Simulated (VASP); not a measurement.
Input of a VASP 6.6.1 run:

File INCAR:

```
SYSTEM = ZnSn2N2
PREC = Accurate
ENCUT = 600
EDIFF = 1E-6
ISMEAR = 0
SIGMA = 0.1
LREAL = .FALSE.
LASPH = .TRUE.
NELM = 60
ALGO = Normal
ISIF = 3
LWAVE = .FALSE.
LCHARG = .FALSE.
GGA = PE
IBRION = 2
NSW = 90
EDIFFG = -0.04
```

KPOINTS

```
Automatic mesh
0
G
  6 6 6
  0 0 0
```

POSCAR

```
ZnSn2N2
1.0
    2.6289385600      1.5178183900      4.1546453200
   -2.6289385600      1.5178183900      4.1546453200
    0.0000000000     -3.0356367700      4.1546453200
Zn Sn N
1 2 2
Direct
    0.0000000000      0.0000000000      0.0000000000
    0.6804684800      0.6804684800      0.6804684800
    0.3195315200      0.3195315200      0.3195315200
    0.8136094000      0.8136094000      0.8136094000
    0.1863906000      0.1863906000      0.1863906000
```

Potentials or basis: VASP PAW PBE potentials, release 64 (Zn, Sn_d, N).

Run with:

```sh
$ cat potpaw_PBE.64/Zn/POTCAR potpaw_PBE.64/Sn_d/POTCAR potpaw_PBE.64/N/POTCAR > POTCAR
$ mpirun -np 1 vasp_std > vasp.out
```

(1) Predict the band gap on the k mesh.

(2) What does it give for the relaxed volume?

(3) What does it give for the relaxed cell?

(4) Estimate the space group after relaxing (to 0.05 Å).

Results:

(1) 0.09 eV, indirect (least direct gap 0.50 eV).

(2) 26.08 Å³/atom.

(3) a = 5.223 Å, b = 5.223 Å, c = 5.223 Å, α = 75.16°, β = 75.16°, γ = 75.16°.

(4) R-3m (No. 166).

Caveat: the volume moved by over 15 % at a fixed basis, so the end points are rough; spin-orbit coupling is left out, which moves the levels of the heavy elements.
